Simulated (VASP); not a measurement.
W, 1 atom in the cell. The structure is cubic, space group Im-3m (No. 229). Conventional cell: a = 3.180 Å, b = 3.180 Å, c = 3.180 Å, α = 90.00°, β = 90.00°, γ = 90.00°. Within 3.6 Å of W (site symmetry m-3m) lie 14 W at 2.75 to 3.18 Å. 

```yaml
Program: VASP 6.6.1
Task: relaxation of cell and atoms
Functional: PBE
Potentials_or_basis: VASP PAW PBE potentials, release 64 (W_sv)
Cutoff: 600 eV
k_mesh: 48 × 48 × 48
Occupations: gaussian, width 0.1 eV
Spin: no spin polarisation
Dipole_correction: no
Further_INCAR_settings: ALGO = Fast; EDIFF = 1e-06; IBRION = 2; EDIFFG = -0.005; NSW = 80; ISIF = 3
```

Potentials or basis: VASP PAW PBE potentials, release 64 (W_sv).

Run with:

```bash
$ cat potpaw_PBE.64/W_sv/POTCAR > POTCAR
$ mpirun -np 1 vasp_std > vasp.out
```

Hardware: 1 thread of Intel(R) Xeon(R) 6975P-C (Granite Rapids), with other jobs on the host.

Q: How long does it take, and how much memory?

A: Run time: 11 min on 1 thread of Intel(R) Xeon(R) 6975P-C (Granite Rapids), on a shared host, peak memory 0.7 GiB. Counts: scf iterations 30, k points 2769, ion steps 3.
